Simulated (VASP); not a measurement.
# RbBr (R-3m) in VASP: further runs

RbBr is run at these levels: r2SCAN; tasks: single point.

Program: VASP 6.6.1. These are calculated values, not measurements. Logs are shortened: lines on timing, memory, paths and dates and some standing lists are left out, and cuts for length are marked.

### 1 The cell of the first run

Symmetry: R-3m, No. 166, trigonal system. Conventional cell: a = 3.847 Å, b = 3.847 Å, c = 18.848 Å, α = 90.00°, β = 90.00°, γ = 120.00°. Rb (site symmetry -3m) has 6 Rb at 3.85 Å and 6 Br at 3.85 Å within 5.1 Å. Br (site symmetry -3m) has 6 Br at 3.85 Å and 6 Rb at 3.85 Å within 5.1 Å.

### 2 Single point, r2SCAN

File POSCAR:

```
RbBr
1.0
    1.8136057019      4.5340142547      4.5340142547
    4.5340142547      1.8136057019      4.5340142547
    4.5340142547      4.5340142547      1.8136057019
Rb Br
1 1
Direct
    0.0000000000      0.0000000000      0.0000000000
    0.5000000000      0.5000000000      0.5000000000
```

File INCAR.step1:

```
PREC = Accurate ; ENCUT = 520
ISMEAR = 0 ; SIGMA = 0.05
LREAL = False ; LASPH = True
NELM = 80 ; NBANDS = 15
GGA = PE ; ALGO = Normal
EDIFF = 1E-4 ; LWAVE = True
LCHARG = False
```

File INCAR.step2:

```
PREC = Accurate ; ENCUT = 520
EDIFF = 1E-6 ; ISMEAR = 0
SIGMA = 0.05 ; LREAL = False
LASPH = True ; NELM = 80
ALGO = Normal ; ISIF = 2
LWAVE = False ; LCHARG = False
METAGGA = R2SCAN ; LMIXTAU = True
NBANDS = 15 ; ISTART = 1
```

File KPOINTS:

```
Automatic mesh
0
Gamma
  6 6 6
```

Potentials or basis: VASP PAW PBE potentials, release 64 (Rb_sv, Br).

Launch:

```
$ cat potpaw_PBE.64/Rb_sv/POTCAR potpaw_PBE.64/Br/POTCAR > POTCAR
$ cp INCAR.step1 INCAR
$ mpirun -np 1 vasp_std > vasp.out
$ cp INCAR.step2 INCAR
$ mpirun -np 1 vasp_std > vasp.out
```

OUTCAR:

```text
PREC = Accurate
   ENCUT = 520
   EDIFF = 1E-6
   ISMEAR = 0
   LREAL = False
   LASPH = True
   NELM = 80
   ISIF = 2
   METAGGA = R2SCAN
   ISTART = 1

 ion  position               nearest neighbor table
   1  0.000  0.000  0.000-   2 3.85   2 3.85   2 3.85   2 3.85   2 3.85   2 3.85
   2  0.500  0.500  0.500-   1 3.85   1 3.85   1 3.85   1 3.85   1 3.85   1 3.85

  LATTYP: Found a trigonal (rhomboedric) cell.
 ALAT       =     6.6636128463
 COS(alpha) =     0.8333333333

  Lattice vectors:

 A1 = (   1.8136057019,   4.5340142547,   4.5340142547)
 A2 = (   4.5340142547,   1.8136057019,   4.5340142547)
 A3 = (   4.5340142547,   4.5340142547,   1.8136057019)

Analysis of symmetry for initial positions (statically):
=====================================================================
 Subroutine PRICEL returns:
 Original cell was already a primitive cell.

 Routine SETGRP: Setting up the symmetry group for a
 trigonal (rhombohedral) supercell.

 Subroutine GETGRP returns: Found 12 space group operations
 (whereof 12 operations were pure point group operations)
 out of a pool of 12 trial point group operations.

The static configuration has the point symmetry D_3d.

Analysis of symmetry for dynamics (positions and initial velocities):
=====================================================================
 Subroutine PRICEL returns:
 Original cell was already a primitive cell.

 Routine SETGRP: Setting up the symmetry group for a
 trigonal (rhombohedral) supercell.

 Subroutine GETGRP returns: Found 12 space group operations
 (whereof 12 operations were pure point group operations)
 out of a pool of 12 trial point group operations.

The dynamic configuration has the point symmetry D_3d.

 Subroutine INISYM returns: Found 12 space group operations
 (whereof 12 operations are pure point group operations),
 and found     1 'primitive' translations

----------------------------------------------------------------------------------------

                                     Primitive cell

  volume of cell :      80.5309

  direct lattice vectors                    reciprocal lattice vectors
     1.813605702  4.534014255  4.534014255    -0.214428576  0.153163269  0.153163269
     4.534014255  1.813605702  4.534014255     0.153163269 -0.214428576  0.153163269
     4.534014255  4.534014255  1.813605702     0.153163269  0.153163269 -0.214428576

  length of vectors
     6.663612846  6.663612846  6.663612846     0.304791057  0.304791057  0.304791057

  position of ions in fractional coordinates (direct lattice)
     0.000000000  0.000000000  0.000000000
     0.500000000  0.500000000  0.500000000

  ion indices of the primitive-cell ions
   primitive index   ion index
                 1           1
                 2           2

----------------------------------------------------------------------------------------

 KPOINTS: Automatic mesh

Automatic generation of k-mesh.
 Grid dimensions read from file:
 generate k-points for:    6    6    6

 Generating k-lattice:

  Cartesian coordinates                     Fractional coordinates (reciprocal lattice)
    -0.035738096  0.025527211  0.025527211     0.166666667  0.000000000  0.000000000
     0.025527211 -0.035738096  0.025527211     0.000000000  0.166666667  0.000000000
     0.025527211  0.025527211 -0.035738096     0.000000000  0.000000000  0.166666667

  Length of vectors
     0.050798509  0.050798509  0.050798509

  Shift w.r.t. Gamma in fractional coordinates (k-lattice)
     0.000000000  0.000000000  0.000000000

 Subroutine IBZKPT returns following result:
 ===========================================

 Found     32 irreducible k-points:

 Following reciprocal coordinates:
            Coordinates               Weight
  0.000000  0.000000  0.000000      1.000000
  0.166667 -0.000000 -0.000000      6.000000
  0.333333  0.000000 -0.000000      6.000000
  0.500000 -0.000000 -0.000000      3.000000
  0.166667  0.166667 -0.000000      6.000000
  0.333333  0.166667 -0.000000     12.000000
[... 16 lines left out ...]
  0.500000  0.500000  0.166667      6.000000
 -0.333333  0.500000  0.166667     12.000000
 [... further k-points ...]
   k-points           NKPTS =     32   k-points in BZ     NKDIM =     32   number of bands    NBANDS=     15
   number of dos      NEDOS =    301   number of ions     NIONS =      2
   total plane-waves  NPLWV = 125000
   dimension x,y,z NGX =    50 NGY =   50 NGZ =   50
   dimension x,y,z NGXF=   100 NGYF=  100 NGZF=  100
   ions per type =               1   1
   NGX,Y,Z   is equivalent  to a cutoff of  12.47, 12.47, 12.47 a.u.
   NGXF,Y,Z  is equivalent  to a cutoff of  24.95, 24.95, 24.95 a.u.
 SYSTEM =  unknown system
   PREC   = accura    normal or accurate (medium, high low for compatibility)
   ISTART =      1    job   : 0-new  1-cont  2-samecut
   ICHARG =      0    charge: 1-file 2-atom 10-const
   ISPIN  =      1    spin polarized calculation?
[... 59 lines left out ...]
 Fermi energy:         0.6681879191

 k-point     1 :       0.0000    0.0000    0.0000
  band No.  band energies     occupation
      1     -29.2399      2.00000
      2     -13.3952      2.00000
      3     -12.5160      2.00000
      4     -12.5160      2.00000
      5     -12.4914      2.00000
      6      -1.8364      2.00000
      7       0.4938      2.00000
      8       0.4938      2.00000
      9       0.8326      0.00000
     10       5.5625      0.00000
     11       5.9112      0.00000
     12       5.9112      0.00000
     13       8.3420      0.00000
     14       8.5682      0.00000
     15       8.5682      0.00000

 k-point     2 :       0.1667   -0.0000   -0.0000
  band No.  band energies     occupation
      1     -29.2188      2.00000
      2     -13.3309      2.00000
      3     -12.7046      2.00000
      4     -12.5611      2.00000
      5     -12.4503      2.00000
      6      -1.7815      2.00000
      7      -0.3206      2.00000
      8       0.3413      2.00000
      9       1.6038      0.00000
     10       5.0646      0.00000
     11       6.2266      0.00000
     12       6.5245      0.00000
     13       7.1450      0.00000
     14       8.4624      0.00000
     15       9.1636      0.00000

 k-point     3 :       0.3333    0.0000   -0.0000
  band No.  band energies     occupation
      1     -29.1760      2.00000
      2     -13.2942      2.00000
      3     -12.9552      2.00000
      4     -12.6493      2.00000
      5     -12.3658      2.00000
      6      -1.6511      2.00000
      7      -1.4782      2.00000
      8       0.0611      2.00000
      9       2.8684      0.00000
     10       4.5415      0.00000
     11       6.1294      0.00000
     12       7.4338      0.00000
     13       8.1979      0.00000
     14       8.2089      0.00000
     15       8.2533      0.00000

 k-point     4 :       0.5000   -0.0000   -0.0000
  band No.  band energies     occupation
      1     -29.1544      2.00000
      2     -13.3934      2.00000
      3     -12.9473      2.00000
      4     -12.6924      2.00000
      5     -12.3220      2.00000
      6      -1.9659      2.00000
      7      -1.5778      2.00000
      8      -0.0686      2.00000
      9       3.0233      0.00000
     10       5.1925      0.00000
     11       5.7975      0.00000
     12       7.6235      0.00000
     13       8.1051      0.00000
     14       8.1281      0.00000
     15       8.8605      0.00000
[... 307 lines left out ...]
 k-point    22 :      -0.1667    0.3333    0.1667
  band No.  band energies     occupation
      1     -29.1544      2.00000
      2     -13.2760      2.00000
      3     -12.9674      2.00000
      4     -12.7891      2.00000
      5     -12.3497      2.00000
      6      -1.6609      2.00000
      7      -1.4321      2.00000
      8      -0.4593      2.00000
      9       3.3333      0.00000
     10       4.6025      0.00000
     11       5.6904      0.00000
     12       6.5951      0.00000
     13       7.3034      0.00000
     14       9.4653      0.00000
     15       9.6701      0.00000

 k-point    23 :       0.5000    0.5000    0.1667
  band No.  band energies     occupation
      1     -29.1760      2.00000
      2     -13.1773      2.00000
      3     -13.1131      2.00000
      4     -12.6496      2.00000
      5     -12.3298      2.00000
      6      -1.6079      2.00000
      7      -1.3567      2.00000
      8       0.0867      2.00000
      9       2.8678      0.00000
     10       4.5163      0.00000
     11       5.2655      0.00000
     12       6.4731      0.00000
     13       7.7563      0.00000
     14       8.3621      0.00000
     15       9.7935      0.00000

 k-point    24 :      -0.3333    0.5000    0.1667
  band No.  band energies     occupation
      1     -29.1544      2.00000
      2     -13.2050      2.00000
      3     -13.0692      2.00000
      4     -12.7814      2.00000
      5     -12.3299      2.00000
      6      -1.5939      2.00000
      7      -1.3968      2.00000
      8      -0.4636      2.00000
      9       3.3763      0.00000
     10       4.4971      0.00000
     11       5.1836      0.00000
     12       6.3665      0.00000
     13       7.3203      0.00000
     14       9.9685      0.00000
     15      10.3783      0.00000

 [... further k-points ...]
[... 5 lines left out ...]
  --------------------------------------------------------------------------------------
  -------------------------------------------------------------------------------------
  Total       -0.5928820     -0.5928820     -0.5928820     -3.2352423     -3.2352423     -3.2352423
  in kB      -11.7955033    -11.7955033    -11.7955033    -64.3657759    -64.3657759    -64.3657759
  external PRESSURE =     -11.7955033 kB  Pullay stress =       0.0000000 kB

 VOLUME and BASIS-vectors are now :
 -----------------------------------------------------------------------------
  energy-cutoff  :      520.00
  volume of cell :       80.53
      direct lattice vectors                 reciprocal lattice vectors
     1.813605702  4.534014255  4.534014255    -0.214428576  0.153163269  0.153163269
     4.534014255  1.813605702  4.534014255     0.153163269 -0.214428576  0.153163269
     4.534014255  4.534014255  1.813605702     0.153163269  0.153163269 -0.214428576

 POSITION                                       TOTAL-FORCE (eV/Angst)
 -----------------------------------------------------------------------------------
      0.00000      0.00000      0.00000         0.000000     -0.000000      0.000000
      5.44082      5.44082      5.44082         0.000000      0.000000     -0.000000
 -----------------------------------------------------------------------------------
    total drift:                                0.000000      0.000000     -0.000000

  FREE ENERGIE OF THE ION-ELECTRON SYSTEM (eV)
  ---------------------------------------------------
  free  energy   TOTEN  =       -29.5122130332 eV

  energy  without entropy=      -29.5122130277  energy(sigma->0) =      -29.51221303
```

Wall time 16 min (1 thread of AMD EPYC, shared host); peak memory 0.36 GiB.

What came out:

- Free energy: -29.5122 eV
- Pressure: -1.2 GPa
- Band gap on the k mesh: 0.34 eV, direct

Levels at points of the mesh, in eV from the valence-band top:
```
           k point  band 4  band 5  band 6  band 7  band 8  band 9  band 10  band 11  band 12  band 13
(0.00, 0.00, 0.00)  -13.01  -12.99   -2.33    0.00    0.00    0.34     5.07     5.42     5.42     7.85
(0.50, 0.00, 0.00)  -13.19  -12.82   -2.46   -2.07   -0.56    2.53     4.70     5.30     7.13     7.61
(0.50, 0.50, 0.00)  -13.19  -12.85   -2.33   -1.81   -0.52    2.11     3.63     5.69     5.86     6.99
(0.50, 0.50, 0.50)  -13.01  -12.81   -2.90   -0.02   -0.02    1.46     4.99     5.54     5.54     7.14
```

Caveat: the PAW data sets were made with another functional, which shifts forces and pressure a little. A k mesh can miss the band edges.

### 3 Single point, r2SCAN

This run uses another cell than the first one, of the same volume but with other edges.

File POSCAR:

```
RbBr
1.0
   -0.7427877841      3.0992179959      3.0992179959
    3.0992179959     -0.7427877841      3.0992179959
    3.0992179959      3.0992179959     -0.7427877841
Rb Br
1 1
Direct
    0.0000000000      0.0000000000      0.0000000000
    0.5000000000      0.5000000000      0.5000000000
```

File INCAR.step1:

```
  PREC = Accurate
  ENCUT = 520
  ISMEAR = 0
  SIGMA = 0.05
  LREAL = F
  LASPH = T
  NELM = 80
  NBANDS = 15
  GGA = PE
  ALGO = Normal
  EDIFF = 1E-4
  LWAVE = T
  LCHARG = F
```

File INCAR.step2:

```
  PREC = Accurate
  ENCUT = 520
  EDIFF = 1E-7
  ISMEAR = 0
  SIGMA = 0.05
  LREAL = F
  LASPH = T
  NELM = 80
  ALGO = Normal
  ISIF = 2
  LWAVE = F
  LCHARG = F
  METAGGA = R2SCAN
  LMIXTAU = T
  NBANDS = 15
  ISTART = 1
```

KPOINTS is that of step 2.

Potentials or basis: VASP PAW PBE potentials, release 64 (Rb_sv, Br).

Launch:

```
$ cat potpaw_PBE.64/Rb_sv/POTCAR potpaw_PBE.64/Br/POTCAR > POTCAR
$ cp INCAR.step1 INCAR
$ mpirun -np 1 vasp_std > vasp.out
$ cp INCAR.step2 INCAR
$ mpirun -np 1 vasp_std > vasp.out
```

Run time: 5.8 min. Hardware: 1 thread of AMD EPYC, shared host; peak memory 0.2 GiB.

Results (log left out):

| Quantity | Value |
| --- | --- |
| Free energy | -31.0782 eV |
| Pressure | -0.4 GPa |
| Band gap on the k mesh | 4.51 eV, direct |

Stress tensor (GPa, compression positive):
```
-0.42  0.25  0.25
 0.25 -0.42  0.25
 0.25  0.25 -0.42
```

Levels at points of the mesh, in eV from the valence-band top:
| k point | band 4 | band 5 | band 6 | band 7 | band 8 | band 9 | band 10 | band 11 | band 12 | band 13 |
| --- | --- | --- | --- | --- | --- | --- | --- | --- | --- | --- |
| (0.00, 0.00, 0.00) | -9.26 | -9.26 | -0.27 | -0.27 | 0.00 | 4.51 | 6.67 | 6.67 | 9.15 | 9.15 |
| (0.50, 0.00, 0.00) | -9.23 | -9.18 | -1.31 | -0.51 | -0.17 | 7.06 | 7.46 | 8.22 | 9.65 | 10.45 |
| (0.50, 0.50, 0.00) | -9.38 | -9.25 | -0.86 | -0.66 | -0.14 | 5.82 | 7.14 | 9.12 | 9.17 | 9.63 |
| (0.50, 0.50, 0.50) | -9.32 | -9.32 | -1.14 | -0.93 | -0.93 | 7.25 | 8.46 | 9.63 | 9.63 | 10.53 |

Caveat: the PAW data sets were made with another functional, which shifts forces and pressure a little.

### 4 Single point, r2SCAN

This run uses another cell than the first one, of the same volume but with other edges.

File POSCAR:

```
RbBr
1.0
    0.8354690324      3.8920630533      3.8920630533
    3.8920630533      0.8354690324      3.8920630533
    3.8920630533      3.8920630533      0.8354690324
Rb Br
1 1
Direct
    0.0000000000      0.0000000000      0.0000000000
    0.5000000000      0.5000000000      0.5000000000
```

File INCAR.step1:

```
PREC     = Accurate       # precision mode
ENCUT    = 520            # plane-wave cutoff, eV
ISMEAR   = 0              # smearing method
SIGMA    = 0.05           # smearing width, eV
LREAL    = F              # projectors in reciprocal space
LASPH    = T              # aspherical terms in the spheres
NELM     = 100            # most SCF steps
NBANDS   = 15             # bands
GGA      = PE             # functional
ALGO     = Normal         # electronic algorithm
EDIFF    = 1E-4           # SCF threshold, eV
LWAVE    = T              # write WAVECAR
LCHARG   = F              # write CHGCAR
```

File INCAR.step2:

```
PREC     = Accurate       # precision mode
ENCUT    = 520            # plane-wave cutoff, eV
EDIFF    = 1E-7           # SCF threshold, eV
ISMEAR   = 0              # smearing method
SIGMA    = 0.05           # smearing width, eV
LREAL    = F              # projectors in reciprocal space
LASPH    = T              # aspherical terms in the spheres
NELM     = 100            # most SCF steps
ALGO     = Normal         # electronic algorithm
ISIF     = 2              # what is computed and relaxed
LWAVE    = F              # write WAVECAR
LCHARG   = F              # write CHGCAR
METAGGA  = R2SCAN         # meta-GGA
LMIXTAU  = T            
NBANDS   = 15             # bands
ISTART   = 1
```

KPOINTS is that of step 3.

Launch:

```
$ cat potpaw_PBE.64/Rb_sv/POTCAR potpaw_PBE.64/Br/POTCAR > POTCAR
$ cp INCAR.step1 INCAR
$ mpirun -np 1 vasp_std > vasp.out
$ cp INCAR.step2 INCAR
$ mpirun -np 1 vasp_std > vasp.out
```

Wall time 11 min (1 thread of AMD EPYC, shared host); peak memory 0.26 GiB.

The run converged. Its results:

```
Free energy            : -30.8968 eV
Pressure               : -0.4 GPa
Band gap on the k mesh : 3.79 eV, direct
```

Stress tensor (GPa, compression positive):
```
-0.41 -1.86 -1.86
-1.86 -0.41 -1.86
-1.86 -1.86 -0.41
```

Levels at points of the mesh, in eV from the valence-band top:
| k point | band 6 | band 7 | band 8 | band 9 | band 10 | band 11 |
| --- | --- | --- | --- | --- | --- | --- |
| (0.00, 0.00, 0.00) | -0.82 | 0.00 | 0.00 | 3.79 | 6.58 | 7.86 |
| (0.50, 0.00, 0.00) | -1.43 | -1.11 | -0.39 | 6.55 | 6.71 | 9.34 |
| (0.50, 0.50, 0.00) | -1.09 | -0.78 | -0.26 | 5.21 | 7.11 | 8.11 |
| (0.50, 0.50, 0.50) | -1.54 | -0.11 | -0.11 | 5.85 | 6.94 | 8.73 |

Caveat: the PAW data sets were made with another functional, which shifts forces and pressure a little. A k mesh can miss the band edges.

### 5 The runs side by side

| cell | gap on the mesh (eV) | pressure (GPa) |
| --- | --- | --- |
| a = 6.664 Å, angles 33.6°, 2 atoms | 0.34 | -1.2 |
| a = 4.445 Å, angles 75.3°, 2 atoms | 4.51 | -0.4 |
| a = 5.567 Å, angles 45.7°, 2 atoms | 3.79 | -0.4 |

Alike in all rows: task single point; level r2SCAN; potentials or basis VASP PAW PBE potentials, release 64 (Rb_sv, Br); no spin polarisation; k mesh 6 × 6 × 6; cutoff (eV) 520; smearing gaussian 0.05 eV.

Caveats: the PAW data sets were made with another functional, which shifts forces and pressure a little.

Total energies depend on the potentials used, so only differences within one code and one set of settings carry meaning.
